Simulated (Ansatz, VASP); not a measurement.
Two plane-wave programs on C

INCAR

```
PREC = Accurate ; ENCUT = 600
EDIFF = 1E-6 ; ISMEAR = -1
SIGMA = 0.01 ; LREAL = F
LASPH = T ; NELM = 120
ALGO = Normal ; ISIF = 2
LWAVE = F ; LCHARG = F
GGA = PE ; NBANDS = 11
GGA_COMPAT = F
```

Contents of KPOINTS:

```
regular mesh
0
Gamma
  13 13 13
```

The input POSCAR:

```
C
1.0
    0.0000000000      1.7858109333      1.7858109333
    1.7858109333      0.0000000000      1.7858109333
    1.7858109333      1.7858109333      0.0000000000
C
2
Direct
    0.0000000000      0.0000000000      0.0000000000
    0.2500000002      0.2500000002      0.2500000002
```

Input for Ansatz:

```yaml
crystal:
  lattice:
    - [0.0, 1.7858109333, 1.7858109333]
    - [1.7858109333, 0.0, 1.7858109333]
    - [1.7858109333, 1.7858109333, 0.0]
  atoms:
    - { symbol: C, position: [0.0, 0.0, 0.0] }
    - { symbol: C, position: [0.2500000002, 0.2500000002, 0.2500000002] }
basis:
  ecutwfc: 420.0
  ecutrho_ratio: 4
  xc_grid: 2
  fft_grid_basis: typed
  precision: f64
hamiltonian:
  pseudopotentials: { kind: paw, azcp: { folder: soft_1 } }
scf:
  max_iter: 100
  self_checks: high
  occupations: { method: fermi_dirac, width: 0.01 }
kpoints:
  mp_grid: { grid: [13, 13, 13] }
  band_path: { path: [VBM, CBM], npoints: 1 }
checkpoint:
  write: "../edges.point.run"
  compress: false
  write_wavefunctions: true
  write_every: 100000
```

Alike in both runs: task single point; functional PBE; k mesh 13 × 13 × 13; occupations fermi-dirac, width 0.01 eV; no spin polarisation.

|  | VASP | Ansatz |
| --- | --- | --- |
| version | VASP 6.6.1 | Ansatz 0.2.0 |
| potentials or method | VASP PAW PBE potentials, release 64 (C), cutoff 600 eV | plane-wave PAW DFT |
| valence electrons in the cell | 8 | 8 |

Ansatz gave:

```
gap on the k mesh at the Fermi level (eV) : 4.14
```

Task: Estimate VASP's values.

Result: gap on the k mesh at the Fermi level (eV): 4.13.

The functional is the same, so the differences come from potentials, cutoffs and numerics.
